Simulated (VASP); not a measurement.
# Tl (C2/m) in VASP: relaxation of cell and atoms with PBE

Aim: the relaxation of cell and atoms of Tl with PBE.

All numbers are computed with VASP 6.6.1; they aren't measurements. Logs are shortened: lines on timing, memory, paths and dates and some standing lists are left out, and cuts for length are marked.

## 1. The cell of the first run

The structure is monoclinic, space group C2/m (No. 12). The conventional cell has a = 6.226 Å, b = 4.327 Å, c = 5.513 Å, α = 90.00°, β = 114.10°, γ = 90.00°. Within 3.2 Å of Tl (site symmetry m) lie 3 Tl at 2.38 to 3.08 Å.

## 2. Relaxation of cell and atoms, PBE

INCAR

```
SYSTEM = Tl
  PREC = Accurate
  ENCUT = 600
  EDIFF = 1E-6
  ISMEAR = 0
  SIGMA = 0.1
  LREAL = .False.
  LASPH = .True.
  NELM = 100
  ALGO = Normal
  ISIF = 3
  LWAVE = .False.
  LCHARG = .False.
  GGA = PE
  IBRION = 2
  NSW = 90
  EDIFFG = -0.04
```

KPOINTS

```
Automatic mesh
0
Gamma
  6 6 4
  0 0 0
```

POSCAR

```
Tl
1.0
    3.1127539390     -2.1635613291      0.0000000000
    3.1127539390      2.1635613291      0.0000000000
   -2.2511242352      0.0000000000      5.0326174781
Tl
2
Direct
    0.9241250000      0.9241250000      0.6666650000
    0.0758750000      0.0758750000      0.3333350000
```

Potentials or basis: VASP PAW PBE potentials, release 64 (Tl_d).

Launch:

```
$ cat potpaw_PBE.64/Tl_d/POTCAR > POTCAR
$ mpirun -np 1 vasp_std > vasp.out
```

OUTCAR:

```text
SYSTEM = Tl
   PREC = Accurate
   ENCUT = 600
   EDIFF = 1E-6
   ISMEAR = 0
   LREAL = .False.
   LASPH = .True.
   NELM = 100
   ISIF = 3
   GGA = PE
   IBRION = 2
   NSW = 90
   EDIFFG = -0.04

 ion  position               nearest neighbor table
   1  0.924  0.924  0.667-   2 2.38   2 3.08   2 3.08   2 3.40
   2  0.076  0.076  0.333-   1 2.38   1 3.08   1 3.08   1 3.40

  LATTYP: Found a base centered monoclinic cell.
 ALAT       =     6.2255078780
 B/A-ratio  =     0.6950633977
 C/A-ratio  =     0.8855739867
 COS(beta)  =    -0.4083192224

  Lattice vectors:

 A1 = (   3.1127539390,  -2.1635613291,   0.0000000000)
 A2 = (   3.1127539390,   2.1635613291,   0.0000000000)
 A3 = (  -2.2511242352,   0.0000000000,   5.0326174781)

Analysis of symmetry for initial positions (statically):
=====================================================================
 Subroutine PRICEL returns:
 Original cell was already a primitive cell.

 Routine SETGRP: Setting up the symmetry group for a
 base centered monoclinic supercell.

 Subroutine GETGRP returns: Found  4 space group operations
 (whereof  4 operations were pure point group operations)
 out of a pool of  4 trial point group operations.

The static configuration has the point symmetry C_2h.

Analysis of symmetry for dynamics (positions and initial velocities):
=====================================================================
 Subroutine PRICEL returns:
 Original cell was already a primitive cell.

 Routine SETGRP: Setting up the symmetry group for a
 base centered monoclinic supercell.

 Subroutine GETGRP returns: Found  4 space group operations
 (whereof  4 operations were pure point group operations)
 out of a pool of  4 trial point group operations.

The dynamic configuration has the point symmetry C_2h.

 Subroutine INISYM returns: Found  4 space group operations
 (whereof  4 operations are pure point group operations),
 and found     1 'primitive' translations

----------------------------------------------------------------------------------------

                                     Primitive cell

  volume of cell :      67.7857

  direct lattice vectors                    reciprocal lattice vectors
     3.112753939 -2.163561329  0.000000000     0.160629465 -0.231100451  0.071850659
     3.112753939  2.163561329  0.000000000     0.160629465  0.231100451  0.071850659
    -2.251124235  0.000000000  5.032617478     0.000000000  0.000000000  0.198703757

  length of vectors
     3.790809242  3.790809242  5.513147831     0.290468175  0.290468175  0.198703757

  position of ions in fractional coordinates (direct lattice)
     0.924125000  0.924125000  0.666665000
     0.075875000  0.075875000  0.333335000

  ion indices of the primitive-cell ions
   primitive index   ion index
                 1           1
                 2           2

----------------------------------------------------------------------------------------

 KPOINTS: Automatic mesh

Automatic generation of k-mesh.
 Grid dimensions read from file:
 generate k-points for:    6    6    4

 Generating k-lattice:

  Cartesian coordinates                     Fractional coordinates (reciprocal lattice)
     0.026771578 -0.038516742  0.011975110     0.166666667  0.000000000 -0.000000000
     0.026771578  0.038516742  0.011975110     0.000000000  0.166666667 -0.000000000
     0.000000000  0.000000000  0.049675939     0.000000000  0.000000000  0.250000000

  Length of vectors
     0.048411363  0.048411363  0.049675939

  Shift w.r.t. Gamma in fractional coordinates (k-lattice)
     0.000000000  0.000000000  0.000000000

 Subroutine IBZKPT returns following result:
 ===========================================

 Found     47 irreducible k-points:

 Following reciprocal coordinates:
            Coordinates               Weight
  0.000000  0.000000  0.000000      1.000000
  0.166667  0.000000  0.000000      4.000000
  0.333333  0.000000  0.000000      4.000000
  0.500000  0.000000  0.000000      2.000000
  0.166667  0.166667 -0.000000      2.000000
  0.333333  0.166667 -0.000000      4.000000
[... 16 lines left out ...]
 -0.333333  0.166667  0.250000      4.000000
 -0.166667  0.166667  0.250000      4.000000
 [... further k-points ...]
   k-points           NKPTS =     47   k-points in BZ     NKDIM =     47   number of bands    NBANDS=     17
   number of dos      NEDOS =    301   number of ions     NIONS =      2
   total plane-waves  NPLWV =  43200
   dimension x,y,z NGX =    30 NGY =   30 NGZ =   48
   dimension x,y,z NGXF=    60 NGYF=   60 NGZF=   96
   ions per type =               2
   NGX,Y,Z   is equivalent  to a cutoff of  13.16, 13.16, 14.47 a.u.
   NGXF,Y,Z  is equivalent  to a cutoff of  26.31, 26.31, 28.95 a.u.
 SYSTEM =  Tl
   PREC   = accura    normal or accurate (medium, high low for compatibility)
   ISTART =      0    job   : 0-new  1-cont  2-samecut
   ICHARG =      2    charge: 1-file 2-atom 10-const
   ISPIN  =      1    spin polarized calculation?
   LNONCOLLINEAR =      F non collinear calculations
   LSORBIT =      F    spin-orbit coupling
   LASPH  =      T    aspherical Exc in radial PAW
   ENCUT  =  600.0 eV  44.10 Ry    6.64 a.u.   7.57  7.57 11.01*2*pi/ulx,y,z
   NELM   =    100;   NELMIN=  2; NELMDL= -5     # of ELM steps
   EDIFF  = 0.1E-05   stopping-criterion for ELM
   LREAL  =      F    real-space projection
   EDIFFG = -.4E-01   stopping-criterion for IOM
   NSW    =     90    number of steps for IOM
   IBRION =      2    ionic relax: 0-MD 1-quasi-New 2-CG
   NFREE  =      1    steps in history (QN), initial steepest desc. (CG)
   ISIF   =      3    stress and relaxation
   ISYM   =      2    0-nonsym 1-usesym 2-fastsym
   POTIM  = 0.5000    time-step for ionic-motion
   TEBEG  =    0.0;   TEEND  =   0.0 temperature during run
   PSTRESS=    0.0 pullay stress
   NELECT =      26.0000    total number of electrons
   NUPDOWN=      -1.0000    fix difference up-down
   EMIN   =  10.00;   EMAX   =-10.00  energy-range for DOS
   EFERMI =   0.00;   METHOD = LEGACY
   ISMEAR =     0;   SIGMA  =   0.10  broadening in eV -4-tet -1-fermi 0-gaus
   EFERMI_NEDOS =   21; number of points for ismear=-14 and -15
   IALGO  =     38    algorithm
   IMIX   =      4    mixing-type and parameters
     AMIX     =   0.40;   BMIX     =  1.00
     AMIX_MAG =   1.60;   BMIX_MAG =  1.00
  volume/ion in A,a.u.               =      33.89       228.72
  Fermi-wavevector in a.u.,A,eV,Ry     =   1.189469  2.247771 19.250035  1.414838
  Thomas-Fermi vector in A             =   2.325576
   LORBIT       =      0    0 simple, 1 ext, 2 COOP (PROOUT), +10 PAW based schemes
   GGA     = PE    functional components
   LHFCALC =     F    Hartree Fock is set to
   AEXX    =    0.0000 exact exchange contribution
   IVDW    =     0    specifies the selected vdW correction
   LEPSILON=     F    determine dielectric tensor
   LRPA    =     F    only Hartree local field effects (RPA)
 conjugate gradient relaxation of ions
 non-spin polarized calculation
 Gauss-broadening in eV      SIGMA  =   0.10
  energy-cutoff  :      600.00
  volume of cell :       67.79
 maximum number of plane-waves:      2293
   NGX = 15   NGY = 15   NGZ = 21

--------------------------------------- Ionic step        1  -------------------------------------------

 number of electron      26.0000001 magnetization

 Free energy of the ion-electron system (eV)
  ---------------------------------------------------
  ext. energy  EPLUGINS =         0.00000000
  ---------------------------------------------------
  free energy    TOTEN  =        -2.50650808 eV

  energy without entropy =       -2.50069048  energy(sigma->0) =       -2.50359928

------------------------ aborting loop because EDIFF is reached ----------------------------------------

  FORCE on cell =-STRESS in cart. coord.  units (eV):
  Direction    XX          YY          ZZ          XY          YZ          ZX
  --------------------------------------------------------------------------------------
  -------------------------------------------------------------------------------------
  Total        7.5559226      1.1558086      7.3075170      0.0000000      0.0000000     -6.7752167
  in kB      178.5912440     27.3186100    172.7199488      0.0000000      0.0000000   -160.1385358
  external PRESSURE =     126.2099343 kB  Pullay stress =       0.0000000 kB
[... 89 lines left out ...]
  FREE ENERGIE OF THE ION-ELECTRON SYSTEM (eV)
  ---------------------------------------------------
  free  energy   TOTEN  =        -4.0297965877 eV

  energy  without entropy=       -4.0216988909  energy(sigma->0) =       -4.02574774

 E-fermi :   4.8584     XC(G=0):  -9.1759

 val. band max:        4.8305431419   @ k =  -0.1667   0.5000   0.2500
 cond. band min:       4.9021809666   @ k =   0.5000   0.1667   0.5000
 fundamental gap:      0.0716378247
 Fermi energy:         4.8584067079

 k-point     1 :       0.0000    0.0000    0.0000
  band No.  band energies     occupation
      1      -6.9633      2.00000
      2      -6.9011      2.00000
      3      -6.8749      2.00000
      4      -6.7803      2.00000
      5      -6.6933      2.00000
      6      -6.6350      2.00000
[... 457 lines left out ...]
      4      -6.7899      2.00000
      5      -6.6214      2.00000
      6      -6.5795      2.00000
[... 9 lines left out ...]
     16       9.0118      0.00000
     17       9.9695      0.00000

 [... further k-points ...]

[... ionic steps 4 to 24 ...]

--------------------------------------- Ionic step       25  -------------------------------------------

 number of electron      26.0000000 magnetization

------------------------ aborting loop because EDIFF is reached ----------------------------------------
[... 67 lines left out ...]
--------------------------------------- Ionic step       27  -------------------------------------------

 number of electron      25.9999999 magnetization

 Free energy of the ion-electron system (eV)
  ---------------------------------------------------
  ext. energy  EPLUGINS =         0.00000000
  ---------------------------------------------------
  free energy    TOTEN  =        -4.41229592 eV

  energy without entropy =       -4.40868080  energy(sigma->0) =       -4.41048836

 E-fermi :   5.6200     XC(G=0):  -9.7271

 val. band max:        5.5558630136   @ k =   0.3333   0.3333   0.5000
 cond. band min:       5.6576541092   @ k =   0.3333   0.0000   0.0000
 fundamental gap:      0.1017910956
 Fermi energy:         5.6200180691

 k-point     1 :       0.0000    0.0000    0.0000
  band No.  band energies     occupation
      1      -6.0115      2.00000
      2      -5.9980      2.00000
      3      -5.9466      2.00000
      4      -5.9376      2.00000
      5      -5.7549      2.00000
      6      -5.7494      2.00000
[... 457 lines left out ...]
      4      -5.8686      2.00000
      5      -5.7489      2.00000
      6      -5.7135      2.00000
[... 9 lines left out ...]
     16      10.3992      0.00000
     17      11.0856      0.00000

 [... further k-points ...]
[... 5 lines left out ...]
  --------------------------------------------------------------------------------------
  -------------------------------------------------------------------------------------
  Total        0.0251289      0.0666114      0.0323190      0.0000000      0.0000000      0.0259275
  in kB        0.6422825      1.7025540      0.8260586      0.0000000      0.0000000      0.6626945
  external PRESSURE =       1.0569650 kB  Pullay stress =       0.0000000 kB
[... 17 lines left out ...]
  FREE ENERGIE OF THE ION-ELECTRON SYSTEM (eV)
  ---------------------------------------------------
  free  energy   TOTEN  =        -4.4122959222 eV

  energy  without entropy=       -4.4086807992  energy(sigma->0) =       -4.41048836

 reached required accuracy - stopping structural energy minimisation
```

Run time: 13 min. Hardware: 1 thread of Intel Xeon Platinum 8259CL at 2.50GHz (Skylake/Cascade Lake), shared host; peak memory 0.25 GiB.

Results:

- Free energy: -4.4123 eV
- Relaxed volume: 31.34 Å³/atom
- Relaxed cell: a = 3.453 Å, b = 3.453 Å, c = 6.665 Å, α = 114.08°, β = 114.08°, γ = 64.20°
- Space group after relaxing (to 0.05 Å): C2/m (No. 12)
- Energy gained by relaxing: 952.9 meV/atom
- Ionic steps: 27
- Pressure after relaxing: 0.1 GPa
- Largest force after relaxing: 0.023 eV/Å
- Band gap on the k mesh: zero (band 13 reaches 8.12 eV, above the bottom of band 14 at 4.08 eV)

Forces in eV/Å, atoms in the order of the input:
```
Tl   0.023  0.000  0.004
Tl  -0.023  0.000 -0.004
```

Stress tensor (GPa, compression positive):
```
0.06 0.00 0.07
0.00 0.17 0.00
0.07 0.00 0.08
```

Step by step:
| step | energy change (eV) | largest force (eV/Å) | pressure (GPa) | volume (Å³) |
| --- | --- | --- | --- | --- |
| 1 | 0.0000 | 6.7281 | 12.62 | 67.79 |
| 2 | -1.3358 | 0.1352 | -2.79 | 95.03 |
| 3 | -1.5233 | 0.5021 | -1.24 | 80.73 |
| 4 | -1.5234 | 0.5185 | -1.18 | 80.47 |
| 5 | -1.5232 | 0.5372 | -1.11 | 80.18 |
| 6 | -1.5681 | 0.5184 | -0.83 | 77.49 |
| 7 | -1.6429 | 0.2153 | 0.71 | 69.78 |
| 8 | -1.6834 | 0.1187 | 0.40 | 69.26 |
| 9 | -1.7976 | 0.2311 | -0.22 | 67.37 |
| 10 | -1.6476 | 0.7649 | 2.63 | 62.27 |
| 11 | -1.8155 | 0.5442 | 0.03 | 65.80 |
| 12 | -1.8269 | 0.3479 | -0.04 | 65.16 |
| 13 | -1.8326 | 0.4113 | -0.11 | 65.43 |
| 14 | -1.8568 | 0.3154 | -0.23 | 65.26 |
| 15 | -1.8926 | 0.0568 | -0.23 | 64.64 |
| 16 | -1.8927 | 0.0570 | -0.22 | 64.60 |
| 17 | -1.8956 | 0.0603 | 0.01 | 63.91 |
| 18 | -1.8962 | 0.0636 | 0.17 | 63.48 |
| 19 | -1.8978 | 0.0537 | 0.08 | 63.69 |
| 20 | -1.8986 | 0.0412 | -0.16 | 64.08 |
| 21 | -1.8987 | 0.0435 | -0.11 | 63.97 |
| 22 | -1.8996 | 0.0447 | 0.03 | 63.61 |
| 23 | -1.8998 | 0.0470 | 0.16 | 63.26 |
| 24 | -1.9003 | 0.0461 | 0.16 | 63.24 |
| 25 | -1.9015 | 0.0429 | 0.14 | 63.16 |
| 26 | -1.9034 | 0.0354 | 0.13 | 63.01 |
| 27 | -1.9058 | 0.0232 | 0.11 | 62.68 |

Final structure:
```
Tl
1.0
     2.90793   -1.83465   -0.31378
     2.90793    1.83465   -0.31378
    -2.56465    0.00000    6.15150
Tl
2
Direct
  0.96103 0.96103 0.74145
  0.03897 0.03897 0.25855
```

Caveat: spin-orbit coupling is left out, which moves the levels of the heavy elements.
